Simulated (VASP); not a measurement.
Set up this calculation in VASP 6.6.1, as the native input.

- Task: single point
- Functional: r2SCAN
- Potentials or basis: VASP PAW PBE potentials, release 64 (Zn, P, Li_sv)
- Cutoff: 520 eV
- k mesh: 10 × 10 × 5
- Occupations: fermi-dirac, width 0.0816 eV
- Spin: no spin polarisation
- Dipole correction: no
- Further INCAR settings: ALGO = Normal; EDIFF = 1e-06; NBANDS = 26

LiZn2P2:

```
CELL_PARAMETERS angstrom
1.92976 3.34244 0.00000
-1.92976 3.34244 0.00000
0.00000 0.00000 6.45070
ATOMIC_POSITIONS crystal
Zn 0.33330 0.33340 0.63400
Zn 0.66670 0.66660 0.36600
P 0.33330 0.33340 0.25890
P 0.66670 0.66660 0.74110
Li 0.00000 0.00000 0.00000
```

One way to write it, as run:

POSCAR

```
LiZn2P2
1.0
    1.9297580000      3.3424370000      0.0000000000
   -1.9297580000      3.3424370000      0.0000000000
    0.0000000000      0.0000000000      6.4507020000
Zn P Li
2 2 1
Direct
    0.3333000000      0.3334000000      0.6340000000
    0.6667000000      0.6666000000      0.3660000000
    0.3333000000      0.3334000000      0.2589000000
    0.6667000000      0.6666000000      0.7411000000
    0.0000000000      0.0000000000      0.0000000000
```

INCAR.step1

```
PREC = Accurate
ENCUT = 520
ISMEAR = -1
SIGMA = 0.0816
LREAL = False
LASPH = True
NELM = 80
NBANDS = 26
GGA = PE
ALGO = Normal
EDIFF = 1E-4
LWAVE = True
LCHARG = False
```

INCAR.step2

```
PREC = Accurate
ENCUT = 520
EDIFF = 1E-6
ISMEAR = -1
SIGMA = 0.0816
LREAL = False
LASPH = True
NELM = 80
ALGO = Normal
ISIF = 2
LWAVE = False
LCHARG = True
METAGGA = R2SCAN
LMIXTAU = True
LELF = True
LVHAR = True
NBANDS = 26
ISTART = 1
```

KPOINTS

```
regular mesh
0
Gamma
  10 10 5
```

Potentials or basis: VASP PAW PBE potentials, release 64 (Zn, P, Li_sv).

The run is started by

```bash
$ cat potpaw_PBE.64/Zn/POTCAR potpaw_PBE.64/P/POTCAR potpaw_PBE.64/Li_sv/POTCAR > POTCAR
$ cp INCAR.step1 INCAR
$ mpirun -np 1 vasp_std > vasp.out
$ cp INCAR.step2 INCAR
$ mpirun -np 1 vasp_std > vasp.out
```

It gave:

```json
{
  "Largest force": "0.692 eV/Å",
  "Band gap on the k mesh": "zero (an odd number of electrons rules out a gap without spin polarisation)"
}
```

Caveat: the PAW data sets were made with another functional, which shifts forces and pressure a little.

It took 9.3 min on 1 thread of AMD EPYC 9R45 96-Core Processor (Zen 5), on a shared host, peak memory 0.37 GiB.
